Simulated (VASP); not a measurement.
# GaP (F-43m) in VASP: a series of runs, part 2 of 2

VASP 6.6.1. The steps go on from the part before.

**4. Electric field gradients, PBE (volume scaled by 1.04)**

INCAR

```
PREC = Accurate
ENCUT = 520
EDIFF = 1E-8
ISMEAR = -1
SIGMA = 0.05
LREAL = F
LASPH = T
NELM = 60
ALGO = Normal
ISIF = 2
LWAVE = F
LCHARG = F
GGA = PE
LEFG = T
NBANDS = 16
```

KPOINTS

```
Automatic mesh
0
Gamma
  10 10 10
```

POSCAR

```
GaP
1.0
    0.0000000000      2.7611126653      2.7611126653
    2.7611126653      0.0000000000      2.7611126653
    2.7611126653      2.7611126653      0.0000000000
Ga P
1 1
Direct
    0.0000000000      0.0000000000      0.0000000000
    0.7500000000      0.7500000000      0.7500000000
```

Potentials or basis: VASP PAW PBE potentials, release 64 (Ga_d, P).

Command:

```
$ cat potpaw_PBE.64/Ga_d/POTCAR potpaw_PBE.64/P/POTCAR > POTCAR
$ mpirun -np 1 vasp_std > vasp.out
```

OUTCAR:

```text
PREC = Accurate
   ENCUT = 520
   EDIFF = 1E-8
   ISMEAR = -1
   LREAL = F
   LASPH = T
   NELM = 60
   ISIF = 2
   GGA = PE

 ion  position               nearest neighbor table
   1  0.000  0.000  0.000-   2 2.39   2 2.39   2 2.39   2 2.39
   2  0.750  0.750  0.750-   1 2.39   1 2.39   1 2.39   1 2.39

  LATTYP: Found a face centered cubic cell.
 ALAT       =     5.5222253306

  Lattice vectors:

 A1 = (   0.0000000000,   2.7611126653,   2.7611126653)
 A2 = (   2.7611126653,   0.0000000000,   2.7611126653)
 A3 = (   2.7611126653,   2.7611126653,   0.0000000000)

Analysis of symmetry for initial positions (statically):
=====================================================================
 Subroutine PRICEL returns:
 Original cell was already a primitive cell.

 Routine SETGRP: Setting up the symmetry group for a
 face centered cubic supercell.

 Subroutine GETGRP returns: Found 24 space group operations
 (whereof 24 operations were pure point group operations)
 out of a pool of 48 trial point group operations.

The static configuration has the point symmetry T_d .

Analysis of symmetry for dynamics (positions and initial velocities):
=====================================================================
 Subroutine PRICEL returns:
 Original cell was already a primitive cell.

 Routine SETGRP: Setting up the symmetry group for a
 face centered cubic supercell.

 Subroutine GETGRP returns: Found 24 space group operations
 (whereof 24 operations were pure point group operations)
 out of a pool of 48 trial point group operations.
[... 157 lines left out ...]
  band No.  band energies     occupation
      1     -10.2299      2.00000
      2     -10.2299      2.00000
      3     -10.2299      2.00000
      4     -10.1416      2.00000
      5     -10.1416      2.00000
      6      -7.9442      2.00000
[... 433 lines left out ...]
      3     -10.1863      2.00000
      4     -10.1624      2.00000
      5     -10.1273      2.00000
      6      -6.0696      2.00000
[... 8 lines left out ...]
     15      15.9360      0.00000
     16      17.7389      0.00000

 [... further k-points ...]

------------------------ aborting loop because EDIFF is reached ----------------------------------------

  FORCE on cell =-STRESS in cart. coord.  units (eV):
  Direction    XX          YY          ZZ          XY          YZ          ZX
  --------------------------------------------------------------------------------------
  -------------------------------------------------------------------------------------
  Total       -0.1746212     -0.1746212     -0.1746212     -0.0000000      0.0000000     -0.0000000
  in kB       -6.6454605     -6.6454605     -6.6454605     -0.0000000      0.0000000     -0.0000000
  external PRESSURE =      -6.6454605 kB  Pullay stress =       0.0000000 kB

 VOLUME and BASIS-vectors are now :
 -----------------------------------------------------------------------------
  energy-cutoff  :      520.00
  volume of cell :       42.10
      direct lattice vectors                 reciprocal lattice vectors
     0.000000000  2.761112665  2.761112665    -0.181086417  0.181086417  0.181086417
     2.761112665  0.000000000  2.761112665     0.181086417 -0.181086417  0.181086417
     2.761112665  2.761112665  0.000000000     0.181086417  0.181086417 -0.181086417

 POSITION                                       TOTAL-FORCE (eV/Angst)
 -----------------------------------------------------------------------------------
      0.00000      0.00000      0.00000         0.000000      0.000000      0.000000
      4.14167      4.14167      4.14167        -0.000000     -0.000000     -0.000000
 -----------------------------------------------------------------------------------
    total drift:                               -0.000002     -0.000002     -0.000002

  FREE ENERGIE OF THE ION-ELECTRON SYSTEM (eV)
  ---------------------------------------------------
  free  energy   TOTEN  =        -9.1268596932 eV

  energy  without entropy=       -9.1268596894  energy(sigma->0) =       -9.12685969

 Electric field gradients (V/A^2)
---------------------------------------------------------------------
 ion       V_xx      V_yy      V_zz      V_xy      V_xz      V_yz
---------------------------------------------------------------------
   1      -0.000    -0.000    -0.000    -0.003    -0.003    -0.003
   2       0.000     0.000     0.000    -0.000    -0.000    -0.000
---------------------------------------------------------------------

 Electric field gradients after diagonalization (V/A^2)
 (convention: |V_zz| > |V_xx| > |V_yy|)
----------------------------------------------------------------------
 ion       V_xx      V_yy      V_zz     asymmetry (V_yy - V_xx)/ V_zz
----------------------------------------------------------------------
   1       0.003     0.003    -0.006       0.000
   2       0.000     0.000    -0.001       0.000
----------------------------------------------------------------------

           NMR quadrupolar parameters

 Cq : quadrupolar parameter    Cq=e*Q*V_zz/h
 eta: asymmetry parameters     (V_yy - V_xx)/ V_zz
 Q  : nuclear electric quadrupole moment in mb (millibarn)
----------------------------------------------------------------------
 ion       Cq(MHz)       eta       Q (mb)
----------------------------------------------------------------------
   1      -0.000       0.000       1.000
   2      -0.000       0.000       1.000
----------------------------------------------------------------------
```

OSZICAR:

```text
N       E                     dE             d eps       ncg     rms          rms(c)
DAV:   1     0.778290410677E+02    0.77829E+02   -0.89053E+03  1560   0.159E+03
DAV:   2    -0.330897604906E+01   -0.81138E+02   -0.77009E+02  1760   0.300E+02
DAV:   3    -0.928445530878E+01   -0.59755E+01   -0.59556E+01  1888   0.640E+01
DAV:   4    -0.938266881031E+01   -0.98214E-01   -0.98189E-01  1832   0.890E+00
DAV:   5    -0.938452527426E+01   -0.18565E-02   -0.18564E-02  1968   0.106E+00    0.407E+00
DAV:   6    -0.914997784149E+01    0.23455E+00   -0.37671E-01  2360   0.100E+01    0.267E+00
DAV:   7    -0.912595888672E+01    0.24019E-01   -0.87472E-02  1960   0.193E+00    0.108E+00
DAV:   8    -0.912630310686E+01   -0.34422E-03   -0.12751E-02  1760   0.135E+00    0.168E-01
DAV:   9    -0.912670823443E+01   -0.40513E-03   -0.13001E-03  1904   0.506E-01    0.832E-02
DAV:  10    -0.912678540259E+01   -0.77168E-04   -0.11162E-04  2312   0.107E-01    0.424E-02
DAV:  11    -0.912685973464E+01   -0.74332E-04   -0.10327E-04  1760   0.844E-02    0.514E-03
DAV:  12    -0.912685934435E+01    0.39029E-06   -0.29388E-06  1896   0.219E-02    0.265E-03
DAV:  13    -0.912685965189E+01   -0.30753E-06   -0.84071E-07  1928   0.767E-03    0.189E-03
DAV:  14    -0.912685968763E+01   -0.35742E-07   -0.36625E-08  1928   0.138E-03    0.156E-03
DAV:  15    -0.912685969323E+01   -0.56057E-08   -0.22796E-09  1560   0.399E-04
   1 F= -.91268597E+01 E0= -.91268597E+01  d E =-.386726E-08
```

It took 26 s on 1 thread of Intel Xeon 6975P-C (Granite Rapids), shared host; peak memory 0.18 GiB.

What came out:

```yaml
Free_energy: -9.1269 eV
Pressure: -0.7 GPa
Band_gap_on_the_k_mesh: 1.50 eV, direct
```

Caveat: without QUAD_EFG the Cq values of the log hold for a quadrupole moment of 1 mb, not for the nuclei. A k mesh can miss the band edges.
